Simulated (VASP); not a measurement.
Here is a VASP 6.6.1 calculation.

POSCAR

```
P
1.0
    3.2841012764      0.0000000000      0.0000000000
    0.0000000000      4.3259533917      0.0000000000
    0.0000000000      0.0000000000     18.1262871622
P
4
Direct
    0.0000000000      0.0786216009      0.4413479676
    0.5000000000      0.4213783991      0.4413479676
    0.5000000000      0.5786216009      0.5586520324
    0.0000000000      0.9213783991      0.5586520324
```

File INCAR.step1:

```
SYSTEM = P
ALGO = Normal
DIPOL = 0.5 0.5 0.500
EDIFF = 1E-5
ENCUT = 400
GGA = PE
GGA_COMPAT = .False.
IDIPOL = 3
ISIF = 2
ISMEAR = 0
LASPH = .True.
LCHARG = .False.
LDIPOL = .True.
LREAL = .False.
LWAVE = .True.
NBANDS = 18
NELM = 120
NELMDL = -8
PREC = Accurate
SIGMA = 0.03
```

File INCAR.step2:

```
SYSTEM = P
ALGO = Normal
DIPOL = 0.5 0.5 0.500
EDIFF = 1E-6
ENCUT = 400
GGA = PE
GGA_COMPAT = .False.
HFSCREEN = 0.2079
IDIPOL = 3
ISIF = 2
ISMEAR = 0
ISTART = 1
LASPH = .True.
LCHARG = .False.
LDIPOL = .True.
LHFCALC = .True.
LREAL = .False.
LWAVE = .False.
NBANDS = 18
NELM = 120
PREC = Accurate
PRECFOCK = Normal
SIGMA = 0.03
```

Contents of KPOINTS:

```
k-points
0
Gamma
  6 4 1
  0 0 0
```

Potentials or basis: VASP PAW PBE potentials, release 64 (P).

Launch:

```sh
$ cat potpaw_PBE.64/P/POTCAR > POTCAR
$ cp INCAR.step1 INCAR
$ mpirun -np 1 vasp_std > vasp.out
$ cp INCAR.step2 INCAR
$ mpirun -np 1 vasp_std > vasp.out
```

Estimate the band gap on the k mesh.

1.28 eV.

Predict the largest force.

0.320 eV/Å.

Forces in eV/Å, atoms in the order of the input:
```
P    0.000  0.257  0.190
P    0.000 -0.257  0.190
P    0.000  0.257 -0.190
P    0.000 -0.257 -0.190
```

Caveat: the PAW data sets were made with another functional, which shifts forces and pressure a little.
